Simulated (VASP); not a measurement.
**ZnS: single point with r2SCAN**

The system is ZnS.

```
Zn S
1.0
     7.17918    0.00000    0.00000
    -3.58959    6.21735    0.00000
     0.00000    0.00000    5.88000
Zn S
8 8
Direct
  0.01118 0.02343 0.03413
  0.01096 0.99196 0.49297
  0.99759 0.49108 0.98692
  0.98364 0.47590 0.48424
  0.46885 0.01124 0.00373
  0.53838 0.02527 0.51941
  0.51591 0.51442 0.95411
  0.50150 0.49927 0.49620
  0.17801 0.35791 0.24803
  0.30170 0.16006 0.78147
  0.14479 0.80331 0.26620
  0.35487 0.69419 0.76518
  0.62428 0.29898 0.27174
  0.83062 0.16136 0.73838
  0.66935 0.81780 0.23821
  0.83922 0.63997 0.74850
```

```
Program             : VASP 6.6.1
Task                : single point
Functional          : r2SCAN
Potentials or basis : VASP PAW PBE potentials, release 64 (Zn, S)
Cutoff              : 520 eV
k mesh              : 3 × 3 × 2
Occupations         : fermi-dirac, width 0.069 eV
Spin                : no spin polarisation
```

- Pressure: 2.9 GPa
- Largest force: 1.483 eV/Å
- Band gap on the k mesh: 1.08 eV (least direct gap 1.61 eV)

Forces in eV/Å, atoms in the order of the input:
```
Zn  -0.348 -0.430  0.102
Zn  -0.192 -0.203  0.228
Zn   0.202  0.294 -0.028
Zn  -0.045  0.096  0.075
Zn   0.254 -0.588  0.388
Zn  -0.535 -1.313 -0.435
Zn  -0.200  0.321  0.497
Zn   0.000  0.342 -0.368
S   -0.209 -0.552  0.267
S    0.140  0.165 -0.599
S    0.101  0.696 -0.202
S   -0.242 -0.355 -0.485
S    0.374  0.461 -0.499
S    1.037  0.323  0.846
S    0.132  0.492  0.323
S   -0.469  0.250 -0.110
```

Stress tensor (GPa, compression positive):
```
 3.55  0.06  1.00
 0.06  1.92 -0.20
 1.00 -0.20  3.27
```

Levels at points of the mesh, in eV from the valence-band top:
| k point | band 68 | band 69 | band 70 | band 71 | band 72 | band 73 | band 74 | band 75 | band 76 | band 77 |
| --- | --- | --- | --- | --- | --- | --- | --- | --- | --- | --- |
| (0.00, 0.00, 0.00) | -0.40 | -0.32 | -0.29 | -0.15 | -0.08 | 2.10 | 2.68 | 3.03 | 3.21 | 3.59 |
| (0.00, 0.00, 0.50) | -1.25 | -0.53 | -0.47 | -0.40 | -0.24 | 2.29 | 2.34 | 2.51 | 2.68 | 2.77 |

Run time: 39 min on 1 thread of Intel Xeon 8259CL, with other jobs on the host, peak memory 0.48 GiB.

Caveat: the k points lie up to 0.53 Å⁻¹ apart; the PAW data sets were made with another functional, which shifts forces and pressure a little. A k mesh can miss the band edges.
